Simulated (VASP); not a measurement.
TlPd3, 4 atoms in the cell. Symmetry: P4/mmm, No. 123, tetragonal system. The conventional cell has a = 4.048 Å, b = 4.048 Å, c = 4.065 Å, α = 90.00°, β = 90.00°, γ = 90.00°. Tl (site symmetry 4/mmm) has 12 Pd at 2.86 to 2.87 Å within 3.8 Å. Within 3.8 Å of Pd (site symmetry 4/mmm) lie 4 Tl at 2.86 Å and 8 Pd at 2.87 Å. Pd (site symmetry mmm) has 8 Pd at 2.86 to 2.87 Å and 4 Tl at 2.87 Å within 3.8 Å. 

- Program: VASP 6.6.1
- Task: single point
- Functional: r2SCAN
- Potentials or basis: VASP PAW PBE potentials, release 64 (Tl_d, Pd)
- Cutoff: 550 eV
- k mesh: 4 × 4 × 4
- Occupations: gaussian, width 0.1 eV
- Spin: no spin polarisation
- Dipole correction: no
- Further INCAR settings: ALGO = Normal; EDIFF = 1e-06; NBANDS = 30

Potentials or basis: VASP PAW PBE potentials, release 64 (Tl_d, Pd).

The run is started by

```sh
$ cat potpaw_PBE.64/Tl_d/POTCAR potpaw_PBE.64/Pd/POTCAR > POTCAR
$ cp INCAR.step1 INCAR
$ mpirun -np 1 vasp_std > vasp.out
$ cp INCAR.step2 INCAR
$ mpirun -np 1 vasp_std > vasp.out
```

Hardware: 1 thread of Intel Xeon 8259CL, with other jobs on the host.

Task: How long does it take, and how much memory?

Result: Run time: 110 s on 1 thread of Intel Xeon 8259CL (shared host), peak memory 0.2 GiB. Counts: k points 18.
